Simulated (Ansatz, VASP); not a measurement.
# Two plane-wave programs on GaSb

```
Ga Sb
1.0
     0.00000    3.06588    3.06588
     3.06588    0.00000    3.06588
     3.06588    3.06588    0.00000
Ga Sb
1 1
Direct
  0.00000 0.00000 0.00000
  0.25000 0.25000 0.25000
```

Alike in both runs: task single point; functional PBEsol; k mesh 6 × 6 × 6; occupations fermi-dirac, width 0.02 eV; no spin polarisation.

```csv
,VASP,Ansatz
version,VASP 6.6.1,Ansatz 0.2.0
potentials or method,"VASP PAW PBE potentials, release 64 (Ga_d, Sb)","plane waves, PAW"
plane-wave cutoff (eV),520,420
valence electrons in the cell,18,28
```

```csv
,VASP,Ansatz,Ansatz less VASP
pressure (GPa),-0.3,-0.4,-0.09
```

VASP's potentials were made for PBE, not for PBEsol. VASP's potentials hold 18 valence electrons a cell and Ansatz's 28, so a difference there can come from the potentials and not from the codes.

Spin-orbit coupling is off throughout.
